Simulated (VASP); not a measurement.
# Al2Pt (Fm-3m) in VASP: a series of runs

The runs below take Al2Pt through single point, with PBE.

Program: VASP 6.6.1. These are calculated values, not measurements. Logs are shortened: lines on timing, memory, paths and dates and some standing lists are left out, and cuts for length are marked.

### 1 The cell of the first run

The structure is cubic, space group Fm-3m (No. 225). The conventional cell has a = 5.946 Å, b = 5.946 Å, c = 5.946 Å, α = 90.00°, β = 90.00°, γ = 90.00°. Within 3.4 Å of Al (site symmetry -43m) lie 4 Pt at 2.57 Å and 6 Al at 2.97 Å. Pt (site symmetry m-3m) has 8 Al at 2.57 Å within 3.4 Å.

### 2 Single point, PBE

INCAR

```
PREC = Accurate
ENCUT = 520
EDIFF = 1E-6
ISMEAR = 0
SIGMA = 0.15
LREAL = False
LASPH = True
NELM = 80
ALGO = Fast
ISIF = 2
LWAVE = False
LCHARG = False
GGA = PE
NBANDS = 34
```

KPOINTS

```
Automatic mesh
0
Gamma
  13 13 5
```

POSCAR

```
Al2Pt
1.0
    2.9732041201     -2.9732041201      0.0000000000
    2.9732041201      0.0000000000     -2.9732041201
    5.9464082403      5.9464082403      5.9464082403
Al Pt
6 3
Direct
    0.6666666667      0.6666666667      0.5833333333
    1.0000000000      0.0000000000      0.2500000000
    0.3333333333      0.3333333333      0.9166666667
    0.6666666667      0.6666666667      0.0833333333
    1.0000000000      1.0000000000      0.7500000000
    0.3333333333      0.3333333333      0.4166666667
    0.0000000000      0.0000000000      0.0000000000
    0.3333333333      0.3333333333      0.6666666667
    0.6666666667      0.6666666667      0.3333333333
```

Potentials or basis: VASP PAW PBE potentials, release 64 (Al, Pt).

Started as:

```console
> cat potpaw_PBE.64/Al/POTCAR potpaw_PBE.64/Pt/POTCAR > POTCAR
> mpirun -np 1 vasp_std > vasp.out
```

OUTCAR:

```text
PREC = Accurate
   ENCUT = 520
   EDIFF = 1E-6
   ISMEAR = 0
   LREAL = False
   LASPH = True
   NELM = 80
   ISIF = 2
   GGA = PE

 ion  position               nearest neighbor table
   1  0.667  0.667  0.583-   8 2.57   8 2.57   9 2.57   8 2.57   6 2.97   6 2.97   5 2.97   6 2.97
                             5 2.97   5 2.97
   2  0.000  0.000  0.250-   9 2.57   9 2.57   9 2.57   7 2.57   4 2.97   6 2.97   4 2.97   4 2.97
                             6 2.97   6 2.97
   3  0.333  0.333  0.917-   7 2.57   7 2.57   7 2.57   8 2.57   4 2.97   4 2.97   4 2.97   5 2.97
                             5 2.97   5 2.97
   4  0.667  0.667  0.083-   7 2.57   7 2.57   7 2.57   9 2.57   3 2.97   3 2.97   2 2.97   3 2.97
                             2 2.97   2 2.97
   5  0.000  0.000  0.750-   8 2.57   8 2.57   8 2.57   7 2.57   1 2.97   3 2.97   3 2.97   1 2.97
                             3 2.97   1 2.97
   6  0.333  0.333  0.417-   9 2.57   9 2.57   8 2.57   9 2.57   1 2.97   1 2.97   1 2.97   2 2.97
                             2 2.97   2 2.97
   7  0.000  0.000  0.000-   3 2.57   4 2.57   4 2.57   4 2.57   3 2.57   3 2.57   2 2.57   5 2.57

   8  0.333  0.333  0.667-   5 2.57   5 2.57   5 2.57   1 2.57   1 2.57   3 2.57   6 2.57   1 2.57

   9  0.667  0.667  0.333-   2 2.57   6 2.57   6 2.57   2 2.57   2 2.57   1 2.57   4 2.57   6 2.57

  LATTYP: Found a hexagonal cell.
 ALAT       =     4.2047455903
 C/A-ratio  =     2.4494897428

  Lattice vectors:

 A1 = (  -2.9732041201,   0.0000000000,   2.9732041201)
 A2 = (   2.9732041201,  -2.9732041201,   0.0000000000)
 A3 = (   5.9464082403,   5.9464082403,   5.9464082403)

Analysis of symmetry for initial positions (statically):
=====================================================================
 Subroutine PRICEL returns following result:

  LATTYP: Found a face centered cubic cell.
 ALAT       =     5.9464082400

  Lattice vectors:

 A1 = (  -2.9732041201,  -2.9732041198,   0.0000000003)
 A2 = (   0.0000000000,  -2.9732041192,   2.9732041210)
 A3 = (  -2.9732041201,   0.0000000000,   2.9732041201)

   3 primitive cells build up your supercell.

 Routine SETGRP: Setting up the symmetry group for a
 hexagonal supercell.

 Subroutine GETGRP returns: Found 12 space group operations
 (whereof 12 operations were pure point group operations)
 out of a pool of 24 trial point group operations.

The static configuration has the point symmetry D_3d.

Analysis of symmetry for dynamics (positions and initial velocities):
=====================================================================
 Subroutine PRICEL returns following result:

  LATTYP: Found a face centered cubic cell.
 ALAT       =     5.9464082400

  Lattice vectors:

 A1 = (  -2.9732041201,  -2.9732041198,   0.0000000003)
 A2 = (   0.0000000000,  -2.9732041192,   2.9732041210)
 A3 = (  -2.9732041201,   0.0000000000,   2.9732041201)

   3 primitive cells build up your supercell.

 Routine SETGRP: Setting up the symmetry group for a
 hexagonal supercell.

 Subroutine GETGRP returns: Found 12 space group operations
 (whereof 12 operations were pure point group operations)
 out of a pool of 24 trial point group operations.

The dynamic configuration has the point symmetry D_3d.

 Subroutine INISYM returns: Found 12 space group operations
 (whereof 12 operations are pure point group operations),
 and found     3 'primitive' translations

----------------------------------------------------------------------------------------

                                     Primitive cell

  volume of cell :      52.5659

  direct lattice vectors                    reciprocal lattice vectors
    -2.973204120 -2.973204120  0.000000000    -0.168168743 -0.168168743 -0.168168743
     0.000000000 -2.973204119  2.973204121     0.168168743 -0.168168743  0.168168743
    -2.973204120  0.000000000  2.973204120    -0.168168743  0.168168743  0.168168743

  length of vectors
     4.204745590  4.204745590  4.204745590     0.291276807  0.291276807  0.291276807

  position of ions in fractional coordinates (direct lattice)
     0.250000000  0.250000000  0.250000000
     0.750000000  0.750000000  0.750000000
     0.000000000  1.000000000  1.000000000

  ion indices of the primitive-cell ions
   primitive index   ion index
                 1           1
                 2           5
                 3           9

----------------------------------------------------------------------------------------

 KPOINTS: Automatic mesh

Automatic generation of k-mesh.
 Grid dimensions read from file:
 generate k-points for:   13   13    5

 Generating k-lattice:

  Cartesian coordinates                     Fractional coordinates (reciprocal lattice)
     0.008624038 -0.017248076  0.008624038     0.076923077  0.000000000  0.000000000
     0.008624038  0.008624038 -0.017248076     0.000000000  0.076923077  0.000000000
     0.011211250  0.011211250  0.011211250     0.000000000  0.000000000  0.200000000

  Length of vectors
     0.021124493  0.021124493  0.019418454

  Shift w.r.t. Gamma in fractional coordinates (k-lattice)
     0.000000000  0.000000000  0.000000000

 Subroutine IBZKPT returns following result:
 ===========================================

 Found     91 irreducible k-points:

 Following reciprocal coordinates:
            Coordinates               Weight
  0.000000  0.000000  0.000000      1.000000
  0.076923  0.000000  0.000000      6.000000
  0.153846  0.000000  0.000000      6.000000
  0.230769  0.000000  0.000000      6.000000
  0.307692  0.000000  0.000000      6.000000
  0.384615  0.000000  0.000000      6.000000
[... 16 lines left out ...]
  0.076923  0.000000  0.200000      6.000000
  0.076923  0.076923  0.200000      6.000000
 [... further k-points ...]
   k-points           NKPTS =     91   k-points in BZ     NKDIM =     91   number of bands    NBANDS=     34
   number of dos      NEDOS =    301   number of ions     NIONS =      9
   total plane-waves  NPLWV =  81920
   dimension x,y,z NGX =    32 NGY =   32 NGZ =   80
   dimension x,y,z NGXF=    64 NGYF=   64 NGZF=  160
   ions per type =               6   3
   NGX,Y,Z   is equivalent  to a cutoff of  12.65, 12.65, 12.91 a.u.
   NGXF,Y,Z  is equivalent  to a cutoff of  25.30, 25.30, 25.83 a.u.
 SYSTEM =  unknown system
   PREC   = accura    normal or accurate (medium, high low for compatibility)
   ISTART =      0    job   : 0-new  1-cont  2-samecut
   ICHARG =      2    charge: 1-file 2-atom 10-const
   ISPIN  =      1    spin polarized calculation?
   LNONCOLLINEAR =      F non collinear calculations
   LSORBIT =      F    spin-orbit coupling
   LASPH  =      T    aspherical Exc in radial PAW
   ENCUT  =  520.0 eV  38.22 Ry    6.18 a.u.   7.82  7.82 19.15*2*pi/ulx,y,z
   NELM   =     80;   NELMIN=  2; NELMDL= -5     # of ELM steps
   EDIFF  = 0.1E-05   stopping-criterion for ELM
   LREAL  =      F    real-space projection
   EDIFFG = 0.1E-04   stopping-criterion for IOM
   NSW    =      0    number of steps for IOM
   IBRION =     -1    ionic relax: 0-MD 1-quasi-New 2-CG
   NFREE  =      0    steps in history (QN), initial steepest desc. (CG)
   ISIF   =      2    stress and relaxation
   ISYM   =      2    0-nonsym 1-usesym 2-fastsym
   POTIM  = 0.5000    time-step for ionic-motion
   TEBEG  =    0.0;   TEEND  =   0.0 temperature during run
   PSTRESS=    0.0 pullay stress
   NELECT =      48.0000    total number of electrons
   NUPDOWN=      -1.0000    fix difference up-down
   EMIN   =  10.00;   EMAX   =-10.00  energy-range for DOS
   EFERMI =   0.00;   METHOD = LEGACY
   ISMEAR =     0;   SIGMA  =   0.15  broadening in eV -4-tet -1-fermi 0-gaus
   EFERMI_NEDOS =   21; number of points for ismear=-14 and -15
   IALGO  =     68    algorithm
   IMIX   =      4    mixing-type and parameters
     AMIX     =   0.40;   BMIX     =  1.00
     AMIX_MAG =   1.60;   BMIX_MAG =  1.00
  volume/ion in A,a.u.               =      17.52       118.24
  Fermi-wavevector in a.u.,A,eV,Ry     =   1.101235  2.081033 16.500044  1.212719
  Thomas-Fermi vector in A             =   2.237659
   LORBIT       =      0    0 simple, 1 ext, 2 COOP (PROOUT), +10 PAW based schemes
   GGA     = PE    functional components
   LHFCALC =     F    Hartree Fock is set to
   AEXX    =    0.0000 exact exchange contribution
   IVDW    =     0    specifies the selected vdW correction
   LEPSILON=     F    determine dielectric tensor
   LRPA    =     F    only Hartree local field effects (RPA)
 non-spin polarized calculation
 RMM-DIIS sequential band-by-band and
 Gauss-broadening in eV      SIGMA  =   0.15
  energy-cutoff  :      520.00
  volume of cell :      157.70
 maximum number of plane-waves:      4269
   NGX = 15   NGY = 15   NGZ = 39

 number of electron      48.0000001 magnetization

 Free energy of the ion-electron system (eV)
  ---------------------------------------------------
  ext. energy  EPLUGINS =         0.00000000
  ---------------------------------------------------
  free energy    TOTEN  =       -48.78541090 eV

  energy without entropy =      -48.74650542  energy(sigma->0) =      -48.76595816

 E-fermi :   7.6917     XC(G=0): -10.6210

 val. band max:        7.6807245381   @ k =   0.1538   0.0000   0.4000
 cond. band min:       7.7003367687   @ k =   0.2308   0.2308   0.4000
 fundamental gap:      0.0196122306
 Fermi energy:         7.6916756895

 k-point     1 :       0.0000    0.0000    0.0000
  band No.  band energies     occupation
      1      -2.4152      2.00000
      2      -1.0180      2.00000
      3      -1.0180      2.00000
      4       2.0614      2.00000
      5       2.0614      2.00000
      6       2.7264      2.00000
[... 26 lines left out ...]
     33      12.9008      0.00000
     34      12.9178      0.00000
[... 820 lines left out ...]
      4       1.8528      2.00000
      5       2.2322      2.00000
      6       2.6410      2.00000
[... 26 lines left out ...]
     33      13.1057      0.00000
     34      13.1537      0.00000

 [... further k-points ...]

------------------------ aborting loop because EDIFF is reached ----------------------------------------

  FORCE on cell =-STRESS in cart. coord.  units (eV):
  Direction    XX          YY          ZZ          XY          YZ          ZX
  --------------------------------------------------------------------------------------
  -------------------------------------------------------------------------------------
  Total       -0.1761063     -0.1761063     -0.1761063     -0.0346758     -0.0346758     -0.0346758
  in kB       -1.7892052     -1.7892052     -1.7892052     -0.3522991     -0.3522991     -0.3522991
  external PRESSURE =      -1.7892052 kB  Pullay stress =       0.0000000 kB

 VOLUME and BASIS-vectors are now :
 -----------------------------------------------------------------------------
  energy-cutoff  :      520.00
  volume of cell :      157.70
      direct lattice vectors                 reciprocal lattice vectors
     2.973204120 -2.973204120  0.000000000     0.112112495 -0.224224991  0.112112495
     2.973204120  0.000000000 -2.973204120     0.112112495  0.112112495 -0.224224991
     5.946408240  5.946408240  5.946408240     0.056056248  0.056056248  0.056056248

 POSITION                                       TOTAL-FORCE (eV/Angst)
 -----------------------------------------------------------------------------------
      7.43301      1.48660      1.48660         0.002206      0.002206      0.002206
      1.48660      1.48660      1.48660         0.002206      0.002206      0.002206
      7.43301      4.45981      4.45981         0.002206      0.002206      0.002206
      4.45981     -1.48660     -1.48660        -0.002206     -0.002206     -0.002206
      4.45981      4.45981      4.45981        -0.002206     -0.002206     -0.002206
      4.45981      1.48660      1.48660        -0.002206     -0.002206     -0.002206
      0.00000      0.00000      0.00000        -0.000000      0.000000      0.000000
      5.94641      2.97320      2.97320        -0.000000      0.000000      0.000000
      5.94641     -0.00000     -0.00000        -0.000000      0.000000      0.000000
 -----------------------------------------------------------------------------------
    total drift:                               -0.000000     -0.000000     -0.000000

  FREE ENERGIE OF THE ION-ELECTRON SYSTEM (eV)
  ---------------------------------------------------
  free  energy   TOTEN  =       -48.7854109007 eV

  energy  without entropy=      -48.7465054150  energy(sigma->0) =      -48.76595816
```

It took 6.8 min on 1 thread of Intel Xeon Platinum 8259CL at 2.50GHz (Skylake/Cascade Lake), shared host; peak memory 0.53 GiB.

Results:

* Free energy: -48.7854 eV
* Pressure: -0.2 GPa
* Band gap on the k mesh: zero (band 24 reaches 10.34 eV, above the bottom of band 25 at 6.75 eV)

Caveat: spin-orbit coupling is left out, which moves the levels of the heavy elements.

### 3 Single point, PBE (volume scaled by 0.88)

INCAR

```
PREC = Accurate
ENCUT = 520
EDIFF = 1E-6
ISMEAR = 0
SIGMA = 0.1
LREAL = F
LASPH = T
NELM = 100
ALGO = Fast
ISIF = 2
LWAVE = F
LCHARG = F
GGA = PE
NBANDS = 15
```

KPOINTS

```
Automatic mesh
0
Gamma
  12 12 12
```

POSCAR

```
Al2Pt
1.0
    0.0000000000      2.8491738510      2.8491738510
    2.8491738510      0.0000000000      2.8491738510
    2.8491738510      2.8491738510      0.0000000000
Al Pt
2 1
Direct
    0.2500000000      0.2500000000      0.2500000000
    0.7500000000      0.7500000000      0.7500000000
    0.0000000000      0.0000000000      0.0000000000
```

Potentials or basis: VASP PAW PBE potentials, release 64 (Al, Pt).

Started as:

```console
> cat potpaw_PBE.64/Al/POTCAR potpaw_PBE.64/Pt/POTCAR > POTCAR
> mpirun -np 1 vasp_std > vasp.out
```

It took 44 s on 1 thread of AMD EPYC 7R43 (Zen 3), shared host; peak memory 0.16 GiB.

Results (log left out):

* Free energy: -15.8762 eV
* Pressure: 21.7 GPa
* Band gap on the k mesh: zero (band 8 reaches 13.16 eV, above the bottom of band 9 at 7.45 eV)

Levels at points of the mesh, in eV from the Fermi level:
| k point | band 4 | band 5 | band 6 | band 7 | band 8 | band 9 | band 10 | band 11 | band 12 | band 13 |
| --- | --- | --- | --- | --- | --- | --- | --- | --- | --- | --- |
| (0.00, 0.00, 0.00) | -5.69 | -4.21 | -4.21 | 3.79 | 3.87 | 3.87 | 3.87 | 6.03 | 6.03 | 6.03 |
| (0.50, 0.00, 0.00) | -5.36 | -4.10 | -3.93 | -3.93 | 1.00 | 1.00 | 3.94 | 5.61 | 5.61 | 6.43 |
| (0.50, 0.50, 0.00) | -4.25 | -4.25 | -3.79 | -3.60 | -1.85 | -1.85 | 3.52 | 3.91 | 8.08 | 11.66 |

Caveat: spin-orbit coupling is left out, which moves the levels of the heavy elements.

### 4 Single point, PBE (volume scaled by 0.91)

INCAR

```
ALGO = Fast ; EDIFF = 1E-7
ENCUT = 520 ; GGA = PE
ISIF = 2 ; ISMEAR = 0
LASPH = True ; LCHARG = False
LREAL = False ; LWAVE = False
NBANDS = 15 ; NELM = 60
PREC = Accurate ; SIGMA = 0.1
```

KPOINTS

```
k-points
0
Gamma
  12 12 12
```

POSCAR

```
Al2Pt
1.0
    0.0000000000      2.8811897201      2.8811897201
    2.8811897201      0.0000000000      2.8811897201
    2.8811897201      2.8811897201      0.0000000000
Al Pt
2 1
Direct
    0.2500000000      0.2500000000      0.2500000000
    0.7500000000      0.7500000000      0.7500000000
    0.0000000000      0.0000000000      0.0000000000
```

Started as:

```console
> cat potpaw_PBE.64/Al/POTCAR potpaw_PBE.64/Pt/POTCAR > POTCAR
> mpirun -np 1 vasp_std > vasp.out
```

Wall time 66 s (1 thread of AMD EPYC 7R43 (Zen 3), shared host); peak memory 0.16 GiB.

Results (log left out):

```
Free energy            : -16.0560 eV
Pressure               : 14.9 GPa
Band gap on the k mesh : zero (band 8 reaches 12.71 eV, above the bottom of band 9 at 7.08 eV)
```

Levels at points of the mesh, in eV from the Fermi level:
| k point | band 5 | band 6 | band 7 | band 8 | band 9 | band 10 | band 11 | band 12 |
| --- | --- | --- | --- | --- | --- | --- | --- | --- |
| (0.00, 0.00, 0.00) | -4.06 | -4.06 | 3.52 | 3.85 | 3.85 | 3.85 | 5.83 | 5.83 |
| (0.50, 0.00, 0.00) | -3.99 | -3.79 | -3.79 | 0.99 | 0.99 | 3.89 | 5.46 | 5.46 |
| (0.50, 0.50, 0.00) | -4.11 | -3.68 | -3.48 | -1.78 | -1.78 | 3.47 | 3.66 | 8.07 |

Caveat: spin-orbit coupling is left out, which moves the levels of the heavy elements.

### 5 Summary

```tsv
cell	k mesh	smearing	further INCAR settings	gap on the mesh (eV)	pressure (GPa)
a = 4.205, b = 4.205, c = 10.299 Å, angles 90.0, 90.0, 60.0°, 9 atoms	13 × 13 × 5	gaussian 0.15 eV	ALGO = Fast; EDIFF = 1e-06; NBANDS = 34	none	-0.2
a = 4.029 Å, angles 60.0°, 3 atoms	12 × 12 × 12	gaussian 0.1 eV	ALGO = Fast; EDIFF = 1e-06; NBANDS = 15	none	21.7
a = 4.075 Å, angles 60.0°, 3 atoms	12 × 12 × 12	gaussian 0.1 eV	ALGO = Fast; EDIFF = 1e-07; NBANDS = 15	none	14.9
```

Alike in all rows: task single point; level PBE; potentials or basis VASP PAW PBE potentials, release 64 (Al, Pt); no spin polarisation; cutoff (eV) 520.

Caveats: spin-orbit coupling is left out, which moves the levels of the heavy elements.

Total energies depend on the potentials used, so only differences within one code and one set of settings carry meaning.
